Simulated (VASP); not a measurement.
Here is a VASP 6.6.1 calculation.

File POSCAR:

```
Sn
1.0
   -1.8946518192      1.8946518192      1.8946518192
    1.8946518192     -1.8946518192      1.8946518192
    1.8946518192      1.8946518192     -1.8946518192
Sn
1
Direct
    0.0000000000      0.0000000000      0.0000000000
```

Contents of INCAR.step1:

```
SYSTEM = Sn
PREC = Accurate ; ENCUT = 520
ISMEAR = -1 ; SIGMA = 0.05
LREAL = .False. ; LASPH = .True.
NELM = 100 ; NBANDS = 13
GGA = PE ; ALGO = Normal
EDIFF = 1E-4 ; LWAVE = .True.
LCHARG = .False.
```

File INCAR.step2:

```
SYSTEM = Sn
PREC = Accurate ; ENCUT = 520
EDIFF = 1E-6 ; ISMEAR = -1
SIGMA = 0.05 ; LREAL = .False.
LASPH = .True. ; NELM = 100
ALGO = Normal ; ISIF = 2
LWAVE = .False. ; LCHARG = .False.
METAGGA = R2SCAN ; LMIXTAU = .True.
NBANDS = 13 ; ISTART = 1
```

KPOINTS

```
regular mesh
0
Gamma
  6 6 6
  0 0 0
```

Potentials or basis: VASP PAW PBE potentials, release 64 (Sn_d).

The run is started by

```sh
$ cat potpaw_PBE.64/Sn_d/POTCAR > POTCAR
$ cp INCAR.step1 INCAR
$ mpirun -np 1 vasp_std > vasp.out
$ cp INCAR.step2 INCAR
$ mpirun -np 1 vasp_std > vasp.out
```

(1) What does it give for the pressure?

(2) What does it give for the band gap on the k mesh?

Results:

(1) -0.4 GPa.

(2) zero (band 7 reaches 16.45 eV, above the bottom of band 8 at 5.41 eV).

Caveat: the k points lie up to 0.39 Å⁻¹ apart; the PAW data sets were made with another functional, which shifts forces and pressure a little; spin-orbit coupling is left out, which moves the levels of the heavy elements.
